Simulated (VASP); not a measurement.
CaSe: single point with HSE06

The system is CaSe.

```
Ca Se
1.0
     0.00000    2.93252    2.97942
     2.93252    0.00000    2.97942
     2.93252    2.93252    0.00000
Ca Se
1 1
Cartesian
  0.0000 0.0000 0.0000
  2.9325 2.9325 2.9794
```

This cell differs from its parent crystal: epitaxial xy strain -1.2%.

```json
{
 "Program": "VASP 6.6.1",
 "Task": "single point",
 "Functional": "HSE06",
 "Potentials or basis": "VASP PAW PBE potentials, release 64 (Ca_sv, Se)",
 "Cutoff": "520 eV",
 "k mesh": "6 × 6 × 6",
 "Occupations": "gaussian, width 0.01 eV",
 "Spin": "no spin polarisation",
 "Dipole correction": "no",
 "Grid for exact exchange (PRECFOCK)": "Normal",
 "Further INCAR settings": "ALGO = Normal; EDIFF = 1e-06; NBANDS = 15",
 "Share of exact exchange": "0.25",
 "Screening parameter": "0.2079 1/Å"
}
```

* Pressure: 1.3 GPa
* Band gap on the k mesh: 2.95 eV (least direct gap 3.97 eV)

Stress tensor (GPa, compression positive):
```
1.88 0.00 0.00
0.00 1.88 0.00
0.00 0.00 0.27
```

Levels at points of the mesh, in eV from the valence-band top:
```
           k point  band 4  band 5  band 6  band 7  band 8  band 9  band 10  band 11  band 12  band 13
(0.00, 0.00, 0.00)  -22.30  -12.94    0.00    0.00    0.00    4.34     4.85     4.97     4.97     5.57
(0.50, 0.00, 0.00)  -22.31  -12.12   -3.62   -1.28   -1.27    5.40     7.02     7.12     7.16     9.05
(0.50, 0.50, 0.00)  -22.34  -12.27   -2.86   -1.01   -1.01    2.96     6.09     6.48     7.69     7.79
(0.50, 0.00, 0.50)  -22.34  -12.25   -2.81   -1.09   -1.05    2.95     6.05     6.53     7.71     7.74
```

Wall time 19 min on 2 MPI ranks on Intel(R) Xeon(R) 6975P-C (Granite Rapids), on a shared host, peak memory 0.3 GiB a rank.

Caveat: the cell differs from its parent crystal (epitaxial xy strain -1.2%); the PAW data sets were made with another functional, which shifts forces and pressure a little. A k mesh can miss the band edges.
